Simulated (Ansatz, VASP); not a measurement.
## CdS: VASP beside Ansatz

```xyz
2
Lattice="0.0000 2.7268 2.7268 2.7268 0.0000 2.7268 2.7268 2.7268 0.0000" Properties=species:S:1:pos:R:3 pbc="T T T"
Cd    0.0000    0.0000    0.0000
S     2.7268    2.7268    2.7268
```

Alike in both runs: task single point; functional r2SCAN; k mesh 6 × 6 × 6; no spin polarisation.

|  | VASP | Ansatz |
| --- | --- | --- |
| version | VASP 6.6.1 | Ansatz 0.2.0 |
| potentials or method | VASP PAW PBE potentials, release 64 (Cd_sv_GW, S) | plane waves, PAW |
| plane-wave cutoff (eV) | 700 | 500 |
| occupations | gaussian, width 0.01 eV | fixed |
| valence electrons in the cell | 26 | 26 |

|  | VASP | Ansatz | Ansatz less VASP |
| --- | --- | --- | --- |
| gap on the k mesh at the Fermi level (eV) | 0.75 | 0.75 | -0.002 |
| pressure (GPa) | -0.1 | 0.0 | +0.08 |

VASP's potentials were made for PBE, not for r2SCAN.
